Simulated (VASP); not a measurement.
# K3RuW (R3) in VASP: single point with PBE

Aim: the single point of K3RuW with PBE.

All numbers are computed with VASP 6.6.1; they aren't measurements. Logs are shortened: lines on timing, memory, paths and dates and some standing lists are left out, and cuts for length are marked.

## Step 1: The cell of the first run

Symmetry: R3, No. 146, trigonal system. The conventional cell has a = 5.049 Å, b = 5.049 Å, c = 17.181 Å, α = 90.00°, β = 90.00°, γ = 120.00°. K (site symmetry 1) has 6 K at 2.87 to 2.98 Å and 2 Ru at 3.32 to 3.33 Å and 2 W at 3.32 to 3.33 Å within 3.8 Å. Ru (site symmetry 3) has 3 W at 2.92 Å and 6 K at 3.32 to 3.33 Å within 3.8 Å. Within 3.8 Å of W (site symmetry 3) lie 3 Ru at 2.92 Å and 6 K at 3.32 to 3.33 Å.

The cell was generated, and may not be a known phase.

## Step 2: Single point, PBE

File INCAR:

```
PREC     = Accurate       # precision mode
ENCUT    = 500            # plane-wave cutoff, eV
EDIFF    = 1E-6           # SCF threshold, eV
ISMEAR   = 0              # smearing method
SIGMA    = 0.2            # smearing width, eV
LREAL    = False          # projectors in reciprocal space
LASPH    = True           # aspherical terms in the spheres
NELM     = 120            # most SCF steps
ALGO     = Normal         # electronic algorithm
ISIF     = 2              # what is computed and relaxed
LWAVE    = False          # write WAVECAR
LCHARG   = True           # write CHGCAR
GGA      = PE             # functional
LELF     = True           # ELF
LVHAR    = True         
NBANDS   = 36             # bands
GGA_COMPAT= False
```

File KPOINTS:

```
regular mesh
0
Gamma
  3 3 3
```

File POSCAR:

```
K3RuW
1.0
    2.5246335208      1.4575978428      5.7268595854
   -2.5246335208      1.4575978428      5.7268595854
    0.0000000000     -2.9151956856      5.7268595854
K Ru W
3 1 1
Direct
    0.5904478867      0.2465363428     -0.0910737400
   -0.0910737400      0.5904478867      0.2465363428
    0.2465363428     -0.0910737400      0.5904478867
    1.0825875069      1.0825875069      1.0825875069
    0.4148217036      0.4148217036      0.4148217036
```

Potentials or basis: VASP PAW PBE potentials, release 64 (K_sv, Ru_pv, W_sv).

Run with:

```console
> cat potpaw_PBE.64/K_sv/POTCAR potpaw_PBE.64/Ru_pv/POTCAR potpaw_PBE.64/W_sv/POTCAR > POTCAR
> mpirun -np 1 vasp_std > vasp.out
```

OUTCAR:

```text
PREC = Accurate
   ENCUT = 500
   EDIFF = 1E-6
   ISMEAR = 0
   LREAL = False
   LASPH = True
   NELM = 120
   ISIF = 2
   GGA = PE

 ion  position               nearest neighbor table
   1  0.590  0.247  0.909-   2 2.87   3 2.87   2 2.90   3 2.90   3 2.98   2 2.98   4 3.32   5 3.32
                             4 3.33   5 3.33
   2  0.909  0.590  0.247-   3 2.87   1 2.87   1 2.90   3 2.90   3 2.98   1 2.98   4 3.32   5 3.32
                             4 3.33   5 3.33
   3  0.247  0.909  0.590-   2 2.87   1 2.87   2 2.90   1 2.90   1 2.98   2 2.98   4 3.32   5 3.32
                             4 3.33   5 3.33
   4  0.083  0.083  0.083-   5 2.92   5 2.92   5 2.92   2 3.32   3 3.32   1 3.32   3 3.33   1 3.33
                             2 3.33
   5  0.415  0.415  0.415-   4 2.92   4 2.92   4 2.92   2 3.32   1 3.32   3 3.32   3 3.33   1 3.33
                             2 3.33

  LATTYP: Found a trigonal (rhomboedric) cell.
 ALAT       =     6.4261408790
 COS(alpha) =     0.6913074135

  Lattice vectors:

 A1 = (   2.5246335208,   1.4575978428,   5.7268595854)
 A2 = (  -2.5246335208,   1.4575978428,   5.7268595854)
 A3 = (   0.0000000000,  -2.9151956856,   5.7268595854)

Analysis of symmetry for initial positions (statically):
=====================================================================
 Subroutine PRICEL returns:
 Original cell was already a primitive cell.

 Routine SETGRP: Setting up the symmetry group for a
 trigonal (rhombohedral) supercell.

 Subroutine GETGRP returns: Found  3 space group operations
 (whereof  3 operations were pure point group operations)
 out of a pool of 12 trial point group operations.

The static configuration has the point symmetry C_3 .

Analysis of symmetry for dynamics (positions and initial velocities):
=====================================================================
 Subroutine PRICEL returns:
 Original cell was already a primitive cell.

 Routine SETGRP: Setting up the symmetry group for a
 trigonal (rhombohedral) supercell.

 Subroutine GETGRP returns: Found  3 space group operations
 (whereof  3 operations were pure point group operations)
 out of a pool of 12 trial point group operations.

The dynamic configuration has the point symmetry C_3 .

 Subroutine INISYM returns: Found  3 space group operations
 (whereof  3 operations are pure point group operations),
 and found     1 'primitive' translations

[... 79 lines left out ...]
   ENCUT  =  500.0 eV  36.75 Ry    6.06 a.u.  11.72 11.72 11.72*2*pi/ulx,y,z
   NELM   =    120;   NELMIN=  2; NELMDL= -5     # of ELM steps
   EDIFF  = 0.1E-05   stopping-criterion for ELM
   LREAL  =      F    real-space projection
   EDIFFG = 0.1E-04   stopping-criterion for IOM
   NSW    =      0    number of steps for IOM
   IBRION =     -1    ionic relax: 0-MD 1-quasi-New 2-CG
   NFREE  =      0    steps in history (QN), initial steepest desc. (CG)
   ISIF   =      2    stress and relaxation
   ISYM   =      2    0-nonsym 1-usesym 2-fastsym
   POTIM  = 0.5000    time-step for ionic-motion
   TEBEG  =    0.0;   TEEND  =   0.0 temperature during run
   PSTRESS=    0.0 pullay stress
   NELECT =      55.0000    total number of electrons
   NUPDOWN=      -1.0000    fix difference up-down
   EMIN   =  10.00;   EMAX   =-10.00  energy-range for DOS
   EFERMI =   0.00;   METHOD = LEGACY
   ISMEAR =     0;   SIGMA  =   0.20  broadening in eV -4-tet -1-fermi 0-gaus
   EFERMI_NEDOS =   21; number of points for ismear=-14 and -15
   IALGO  =     38    algorithm
   IMIX   =      4    mixing-type and parameters
     AMIX     =   0.40;   BMIX     =  1.00
     AMIX_MAG =   1.60;   BMIX_MAG =  1.00
  volume/ion in A,a.u.               =      25.29       170.66
  Fermi-wavevector in a.u.,A,eV,Ry     =   1.240398  2.344013 20.933755  1.538588
  Thomas-Fermi vector in A             =   2.374841
   LORBIT       =      0    0 simple, 1 ext, 2 COOP (PROOUT), +10 PAW based schemes
   GGA     = PE    functional components
   LHFCALC =     F    Hartree Fock is set to
   AEXX    =    0.0000 exact exchange contribution
   IVDW    =     0    specifies the selected vdW correction
   LEPSILON=     F    determine dielectric tensor
   LRPA    =     F    only Hartree local field effects (RPA)
 non-spin polarized calculation
 Gauss-broadening in eV      SIGMA  =   0.20
  energy-cutoff  :      500.00
  volume of cell :      126.45
 maximum number of plane-waves:      3218
   NGX = 23   NGY = 23   NGZ = 23

 number of electron      55.0000001 magnetization

 Free energy of the ion-electron system (eV)
  ---------------------------------------------------
  ext. energy  EPLUGINS =         0.00000000
  ---------------------------------------------------
  free energy    TOTEN  =       -15.77778368 eV

  energy without entropy =      -15.68102591  energy(sigma->0) =      -15.72940480

 E-fermi :   3.8328     XC(G=0):  -9.6312

 val. band max:        3.8077816266   @ k =   0.3333   0.3333   0.0000
 cond. band min:       3.9013053372   @ k =   0.3333  -0.0000   0.0000
 fundamental gap:      0.0935237106
 Fermi energy:         3.8328475029

 k-point     1 :       0.0000    0.0000    0.0000
  band No.  band energies     occupation
      1     -70.0608      2.00000
      2     -37.9876      2.00000
      3     -37.9876      2.00000
      4     -37.8025      2.00000
      5     -34.2217      2.00000
      6     -34.2217      2.00000
[... 223 lines left out ...]
     35       6.7930      0.00000
     36       7.3570      0.00000

------------------------ aborting loop because EDIFF is reached ----------------------------------------

  FORCE on cell =-STRESS in cart. coord.  units (eV):
  Direction    XX          YY          ZZ          XY          YZ          ZX
  --------------------------------------------------------------------------------------
  -------------------------------------------------------------------------------------
  Total        0.1490119      0.1490119      0.2770488     -0.0000000      0.0000000      0.0000000
  in kB        1.8881122      1.8881122      3.5104516     -0.0000003      0.0000000      0.0000000
  external PRESSURE =       2.4288920 kB  Pullay stress =       0.0000000 kB

 VOLUME and BASIS-vectors are now :
 -----------------------------------------------------------------------------
  energy-cutoff  :      500.00
  volume of cell :      126.45
      direct lattice vectors                 reciprocal lattice vectors
     2.524633521  1.457597843  5.726859585     0.198048547  0.114343382  0.058205257
    -2.524633521  1.457597843  5.726859585    -0.198048547  0.114343382  0.058205257
     0.000000000 -2.915195686  5.726859585     0.000000000 -0.228686764  0.058205257

 POSITION                                       TOTAL-FORCE (eV/Angst)
 -----------------------------------------------------------------------------------
      0.86825     -1.42971      9.99858         0.017529     -0.015897      0.000400
      0.80404      1.46678      9.99858         0.005003      0.023129      0.000400
     -1.67229     -0.03707      9.99858        -0.022532     -0.007232      0.000400
      0.00000      0.00000      1.41890         0.000000     -0.000000      0.003832
      0.00000      0.00000      7.12688         0.000000     -0.000000     -0.005030
 -----------------------------------------------------------------------------------
    total drift:                               -0.000000      0.000000      0.000173

  FREE ENERGIE OF THE ION-ELECTRON SYSTEM (eV)
  ---------------------------------------------------
  free  energy   TOTEN  =       -15.7777836849 eV

  energy  without entropy=      -15.6810259147  energy(sigma->0) =      -15.72940480
```

OSZICAR:

```text
N       E                     dE             d eps       ncg     rms          rms(c)
DAV:   1     0.540045539421E+03    0.54005E+03   -0.29776E+04   480   0.145E+03
DAV:   2     0.166735932712E+02   -0.52337E+03   -0.51052E+03   464   0.461E+02
DAV:   3    -0.157497562376E+02   -0.32423E+02   -0.31733E+02   740   0.953E+01
DAV:   4    -0.171753635664E+02   -0.14256E+01   -0.14108E+01   600   0.150E+01
DAV:   5    -0.172244875598E+02   -0.49124E-01   -0.49049E-01   668   0.270E+00    0.163E+01
DAV:   6    -0.193081102226E+02   -0.20836E+01   -0.21430E+01   484   0.125E+01    0.184E+01
DAV:   7    -0.162802561476E+02    0.30279E+01   -0.22616E+01   504   0.139E+01    0.740E+00
DAV:   8    -0.158383767562E+02    0.44188E+00   -0.17042E+00   528   0.481E+00    0.592E+00
DAV:   9    -0.157840217022E+02    0.54355E-01   -0.58375E-01   604   0.342E+00    0.136E+00
DAV:  10    -0.157804440752E+02    0.35776E-02   -0.78996E-02   516   0.147E+00    0.483E-01
DAV:  11    -0.157777231201E+02    0.27210E-02   -0.11735E-02   588   0.474E-01    0.125E-01
DAV:  12    -0.157777801798E+02   -0.57060E-04   -0.82034E-04   616   0.138E-01    0.602E-02
DAV:  13    -0.157777829944E+02   -0.28146E-05   -0.10810E-04   612   0.469E-02    0.113E-02
DAV:  14    -0.157777842454E+02   -0.12510E-05   -0.10863E-05   456   0.151E-02    0.634E-03
DAV:  15    -0.157777836849E+02    0.56042E-06   -0.20262E-06   392   0.634E-03
   1 F= -.15777784E+02 E0= -.15729405E+02  d E =-.967578E-01
```

stdout:

```text
POSCAR found type information on POSCAR K RuW
 POSCAR found :  3 types and       5 ions
 scaLAPACK will be used
 LDA part: xc-table for (Slater+PW92), standard interpolation
 POSCAR, INCAR and KPOINTS ok, starting setup
 FFT: planning ... GRIDC
 FFT: planning ... GRID_SOFT
 FFT: planning ... GRID
 WAVECAR not read
 entering main loop
```

Run time: 27 s. Hardware: 1 thread of Intel Xeon 6975P-C (Granite Rapids), shared host; peak memory 0.32 GiB.

Results:

| Property | Result |
| --- | --- |
| Free energy | -15.7778 eV |
| Pressure | 0.2 GPa |
| Largest force | 0.024 eV/Å |
| Band gap on the k mesh | zero (an odd number of electrons rules out a gap without spin polarisation) |

Forces in eV/Å, atoms in the order of the input:
```
K    0.018 -0.016  0.000
K    0.005  0.023  0.000
K   -0.023 -0.007  0.000
Ru   0.000  0.000  0.004
W    0.000  0.000 -0.005
```

Stress tensor (GPa, compression positive):
```
0.19 0.00 0.00
0.00 0.19 0.00
0.00 0.00 0.35
```

Caveat: the k points lie up to 0.49 Å⁻¹ apart, too coarse for converged energies and pressures of a metal; spin-orbit coupling is left out, which moves the levels of the heavy elements.

The gap in the log of VASP goes by the Fermi energy; the results here count the filled bands.